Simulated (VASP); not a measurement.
Here is a VASP 6.6.1 calculation.

The input INCAR:

```
PREC = Accurate
ENCUT = 520
EDIFF = 1E-6
ISMEAR = 0
SIGMA = 0.1
LREAL = False
LASPH = True
NELM = 60
ALGO = Fast
ISIF = 2
LWAVE = False
LCHARG = False
NBANDS = 54
KPAR = 4
```

The input KPOINTS:

```
regular mesh
0
Gamma
  6 6 9
```

File POSCAR:

```
Bi
1.0
    7.9238140576     -0.0005617315     -0.0945568207
   -3.9623935025      6.8625093743     -0.0342541236
   -2.6362553122      0.0413291305      3.6986754818
Bi
6
Direct
    0.4073689365      0.3140436084      0.2506916190
    0.7407022698      0.9807102751      0.2506916190
    0.0740356031      0.6473769417      0.2506916190
    0.2592977302      0.0192897249      0.7493083810
    0.5926310635      0.6859563916      0.7493083810
    0.9259643969      0.3526230583      0.7493083810
```

Potentials or basis: VASP PAW LDA potentials, release 64 (Bi_d).

Command:

```bash
$ cat potpaw_LDA.64/Bi_d/POTCAR > POTCAR
$ mpirun -np 4 vasp_std > vasp.out
```

Q: What does it give for the pressure?

A: 0.1 GPa.

Q: Estimate the band gap on the k mesh.

A: Zero (bands 45 and 46 overlap by 0.35 eV).

Q: Estimate the largest force.

A: 0.026 eV/Å.

Stress tensor (GPa, compression positive):
```
-0.53 -0.01  0.06
-0.01  0.80 -0.02
 0.06 -0.02  0.12
```

Caveat: spin-orbit coupling is left out, which moves the levels of the heavy elements.
